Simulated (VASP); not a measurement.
# ZnS (Cm) in VASP: single point with PBE

Aim: the single point of ZnS with PBE.

Program: VASP 6.6.1. These are calculated values, not measurements. Logs are shortened: lines on timing, memory, paths and dates and some standing lists are left out, and cuts for length are marked.

## (1) The cell of the first run

It takes space group Cm (No. 8, monoclinic). The conventional cell has a = 7.698 Å, b = 7.698 Å, c = 5.443 Å, α = 90.00°, β = 90.00°, γ = 90.00°. Zn (site symmetry m) has 4 S at 2.12 to 2.61 Å within 2.8 Å. Within 3.1 Å of Zn (site symmetry m) lie 4 S at 2.36 Å. Within 3.1 Å of Zn (site symmetry 1) lie 4 S at 2.36 Å. Within 2.8 Å of S (site symmetry m) lie 4 Zn at 2.12 to 2.36 Å. S (site symmetry m) has 4 Zn at 2.36 to 2.61 Å within 3.1 Å. Within 3.1 Å of S (site symmetry 1) lie 4 Zn at 2.36 to 2.38 Å.

## (2) Single point, PBE (atom 1 (Zn) moved -0.300 Å along Cartesian [1 -1 0])

The input, INCAR:

```
SYSTEM = ZnS
PREC = Accurate ; ENCUT = 520
EDIFF = 1E-6 ; ISMEAR = 0
SIGMA = 0.05 ; LREAL = .FALSE.
LASPH = .TRUE. ; NELM = 60
ALGO = Normal ; ISIF = 2
LWAVE = .FALSE. ; LCHARG = .FALSE.
GGA = PE ; NBANDS = 46
```

The input, KPOINTS:

```
regular mesh
0
G
  6 6 6
  0 0 0
```

The input, POSCAR:

```
ZnS
1.0
    5.4431279680      0.0000000000      0.0000000000
    0.0000000000     -5.4431279680      0.0000000000
    0.0000000000      0.0000000000     -5.4431279680
Zn S
4 4
Direct
   -0.0389724503     -0.0389724503      0.0000000000
    0.5000000000      0.5000000000      0.0000000000
    0.5000000000      0.0000000000      0.5000000000
    0.0000000000      0.5000000000      0.5000000000
    0.7500000000      0.7500000000      0.7500000000
    0.2500000000      0.2500000000      0.7500000000
    0.2500000000      0.7500000000      0.2500000000
    0.7500000000      0.2500000000      0.2500000000
```

Potentials or basis: VASP PAW PBE potentials, release 64 (Zn, S).

On the command line:

```bash
> cat potpaw_PBE.64/Zn/POTCAR potpaw_PBE.64/S/POTCAR > POTCAR
> mpirun -np 1 vasp_std > vasp.out
```

OUTCAR:

```text
SYSTEM = ZnS
   PREC = Accurate
   ENCUT = 520
   EDIFF = 1E-6
   ISMEAR = 0
   LREAL = .FALSE.
   LASPH = .TRUE.
   NELM = 60
   ISIF = 2
   GGA = PE

 ion  position               nearest neighbor table
   1  0.961  0.961  0.000-   5 2.12   7 2.38   8 2.38   6 2.61
   2  0.500  0.500  0.000-   5 2.36   6 2.36   7 2.36   8 2.36
   3  0.500  0.000  0.500-   5 2.36   6 2.36   7 2.36   8 2.36
   4  0.000  0.500  0.500-   5 2.36   6 2.36   7 2.36   8 2.36
   5  0.750  0.750  0.750-   1 2.12   2 2.36   3 2.36   4 2.36
   6  0.250  0.250  0.750-   2 2.36   3 2.36   4 2.36   1 2.61
   7  0.250  0.750  0.250-   2 2.36   3 2.36   4 2.36   1 2.38
   8  0.750  0.250  0.250-   2 2.36   3 2.36   4 2.36   1 2.38

  LATTYP: Found a simple cubic cell.
 ALAT       =     5.4431279680

  Lattice vectors:

 A1 = (   5.4431279680,   0.0000000000,   0.0000000000)
 A2 = (   0.0000000000,  -5.4431279680,   0.0000000000)
 A3 = (   0.0000000000,   0.0000000000,  -5.4431279680)

Analysis of symmetry for initial positions (statically):
=====================================================================
 Subroutine PRICEL returns:
 Original cell was already a primitive cell.

 Routine SETGRP: Setting up the symmetry group for a
 simple cubic supercell.

 Subroutine GETGRP returns: Found  2 space group operations
 (whereof  2 operations were pure point group operations)
 out of a pool of 48 trial point group operations.

The static configuration has the point symmetry C_1h.

Analysis of symmetry for dynamics (positions and initial velocities):
=====================================================================
 Subroutine PRICEL returns:
 Original cell was already a primitive cell.

 Routine SETGRP: Setting up the symmetry group for a
 simple cubic supercell.

 Subroutine GETGRP returns: Found  2 space group operations
 (whereof  2 operations were pure point group operations)
 out of a pool of 48 trial point group operations.

The dynamic configuration has the point symmetry C_1h.

 Subroutine INISYM returns: Found  2 space group operations
 (whereof  2 operations are pure point group operations),
 and found     1 'primitive' translations

----------------------------------------------------------------------------------------

                                     Primitive cell

  volume of cell :     161.2670

[... 104 lines left out ...]
   IBRION =     -1    ionic relax: 0-MD 1-quasi-New 2-CG
   NFREE  =      0    steps in history (QN), initial steepest desc. (CG)
   ISIF   =      2    stress and relaxation
   ISYM   =      2    0-nonsym 1-usesym 2-fastsym
   POTIM  = 0.5000    time-step for ionic-motion
   TEBEG  =    0.0;   TEEND  =   0.0 temperature during run
   PSTRESS=    0.0 pullay stress
   NELECT =      72.0000    total number of electrons
   NUPDOWN=      -1.0000    fix difference up-down
   EMIN   =  10.00;   EMAX   =-10.00  energy-range for DOS
   EFERMI =   0.00;   METHOD = LEGACY
   ISMEAR =     0;   SIGMA  =   0.05  broadening in eV -4-tet -1-fermi 0-gaus
   EFERMI_NEDOS =   21; number of points for ismear=-14 and -15
   IALGO  =     38    algorithm
   IMIX   =      4    mixing-type and parameters
     AMIX     =   0.40;   BMIX     =  1.00
     AMIX_MAG =   1.60;   BMIX_MAG =  1.00
  volume/ion in A,a.u.               =      20.16       136.04
  Fermi-wavevector in a.u.,A,eV,Ry     =   1.251230  2.364482 21.300959  1.565576
  Thomas-Fermi vector in A             =   2.385187
   LORBIT       =      0    0 simple, 1 ext, 2 COOP (PROOUT), +10 PAW based schemes
   GGA     = PE    functional components
   LHFCALC =     F    Hartree Fock is set to
   AEXX    =    0.0000 exact exchange contribution
   IVDW    =     0    specifies the selected vdW correction
   LEPSILON=     F    determine dielectric tensor
   LRPA    =     F    only Hartree local field effects (RPA)
 non-spin polarized calculation
 Gauss-broadening in eV      SIGMA  =   0.05
  energy-cutoff  :      520.00
  volume of cell :      161.27
 maximum number of plane-waves:      4385
   NGX = 21   NGY = 21   NGZ = 21

 number of electron      71.9999960 magnetization

 Free energy of the ion-electron system (eV)
  ---------------------------------------------------
  ext. energy  EPLUGINS =         0.00000000
  ---------------------------------------------------
  free energy    TOTEN  =       -27.10690619 eV

  energy without entropy =      -27.10690619  energy(sigma->0) =      -27.10690619

 E-fermi :   2.2339     XC(G=0):  -9.5275

 val. band max:        1.9785341547   @ k =   0.0000   0.0000   0.0000
 cond. band min:       3.8992963864   @ k =   0.0000   0.0000   0.0000
 fundamental gap:      1.9207622317
 Fermi energy:         2.2338675114

 k-point     1 :       0.0000    0.0000    0.0000
  band No.  band energies     occupation
      1     -11.2059      2.00000
      2     -10.1914      2.00000
      3      -9.8870      2.00000
      4      -9.6027      2.00000
      5      -4.6288      2.00000
      6      -4.4924      2.00000
[... 1165 lines left out ...]
     45       8.8554      0.00000
     46       8.9765      0.00000

 [... further k-points ...]

------------------------ aborting loop because EDIFF is reached ----------------------------------------

  FORCE on cell =-STRESS in cart. coord.  units (eV):
  Direction    XX          YY          ZZ          XY          YZ          ZX
  --------------------------------------------------------------------------------------
  -------------------------------------------------------------------------------------
  Total        0.7390388      0.7390388      1.3341418     -0.9097051      1.2759814     -1.2759817
  in kB        7.3423010      7.3423010     13.2546099     -9.0378596     12.6767900    -12.6767929
  external PRESSURE =       9.3130706 kB  Pullay stress =       0.0000000 kB

 VOLUME and BASIS-vectors are now :
 -----------------------------------------------------------------------------
  energy-cutoff  :      520.00
  volume of cell :      161.27
      direct lattice vectors                 reciprocal lattice vectors
     5.443127968  0.000000000  0.000000000     0.183717893  0.000000000  0.000000000
     0.000000000 -5.443127968  0.000000000     0.000000000 -0.183717893  0.000000000
     0.000000000  0.000000000 -5.443127968     0.000000000  0.000000000 -0.183717893

 POSITION                                       TOTAL-FORCE (eV/Angst)
 -----------------------------------------------------------------------------------
      5.23100     -5.23100      0.00000         1.526790     -1.526790     -1.013224
      2.72156     -2.72156      0.00000        -0.252933      0.252933      0.014894
      2.72156      0.00000     -2.72156        -0.248478     -0.307342     -0.006618
      0.00000     -2.72156     -2.72156         0.307342      0.248478     -0.006618
      4.08235     -4.08235     -4.08235        -0.983740      0.983740      1.116254
      1.36078     -1.36078     -4.08235        -0.265931      0.265931     -0.218564
      1.36078     -4.08235     -1.36078        -0.103585     -0.020535      0.056938
      4.08235     -1.36078     -1.36078         0.020535      0.103585      0.056938
 -----------------------------------------------------------------------------------
    total drift:                                0.000068     -0.000068      0.000208

  FREE ENERGIE OF THE ION-ELECTRON SYSTEM (eV)
  ---------------------------------------------------
  free  energy   TOTEN  =       -27.1069061909 eV

  energy  without entropy=      -27.1069061909  energy(sigma->0) =      -27.10690619
```

stdout:

```text
POSCAR found type information on POSCAR ZnS
 POSCAR found :  2 types and       8 ions
 scaLAPACK will be used
 LDA part: xc-table for (Slater+PW92), standard interpolation
 POSCAR, INCAR and KPOINTS ok, starting setup
 FFT: planning ... GRIDC
 FFT: planning ... GRID_SOFT
 FFT: planning ... GRID
 WAVECAR not read
 entering main loop
```

Run time: 4.1 min. Hardware: 1 thread of AMD EPYC 9R45 (Zen 5), shared host; peak memory 0.47 GiB.

What came out:

```yaml
Free_energy: -27.1069 eV
Pressure: 0.9 GPa
Largest_force: 2.385 eV/Å
Band_gap_on_the_k_mesh: 1.92 eV
```

Forces in eV/Å, atoms in the order of the input:
```
Zn   1.527 -1.527 -1.013
Zn  -0.253  0.253  0.015
Zn  -0.248 -0.307 -0.007
Zn   0.307  0.248 -0.007
S   -0.984  0.984  1.116
S   -0.266  0.266 -0.219
S   -0.104 -0.021  0.057
S    0.021  0.104  0.057
```

Caveat: the cell differs from its parent crystal (atom 1 (Zn) moved -0.300 Å along Cartesian [1 -1 0]); forces of over 1 eV/Å act on the atoms, so gaps and moduli don't describe the material at rest.
